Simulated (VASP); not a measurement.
Here is a VASP 6.6.1 calculation.

INCAR

```
PREC = Accurate
ENCUT = 600
EDIFF = 1E-8
ISMEAR = 0
SIGMA = 0.01
LREAL = F
LASPH = T
NELM = 100
ALGO = Normal
ISIF = 3
LWAVE = F
LCHARG = F
GGA = PS
IBRION = 6
NFREE = 2
POTIM = 0.015
NSW = 1
```

The input KPOINTS:

```
regular mesh
0
Gamma
  12 12 12
```

POSCAR

```
CaO
1.0
    0.0000000000      2.5898275267      2.5898275267
    2.5898275267      0.0000000000      2.5898275267
    2.5898275267      2.5898275267      0.0000000000
Ca O
1 1
Direct
    0.0000000000      0.0000000000      0.0000000000
    0.2500000000      0.2500000000      0.2500000000
```

Potentials or basis: VASP PAW PBE potentials, release 64 (Ca_sv, O).

Command:

```bash
$ cat potpaw_PBE.64/Ca_sv/POTCAR potpaw_PBE.64/O/POTCAR > POTCAR
$ mpirun -np 1 vasp_std > vasp.out
```

(1) Predict the elastic constants C11, C12, C44.

(2) Estimate the Voigt bulk modulus.

(3) Estimate the highest phonon frequency at Γ, LO-TO splitting left out.

Results:

(1) 92, 78, 36 GPa.

(2) 83 GPa.

(3) 387 cm⁻¹.

Caveat: the PAW data sets were made with another functional, which shifts forces and pressure a little.
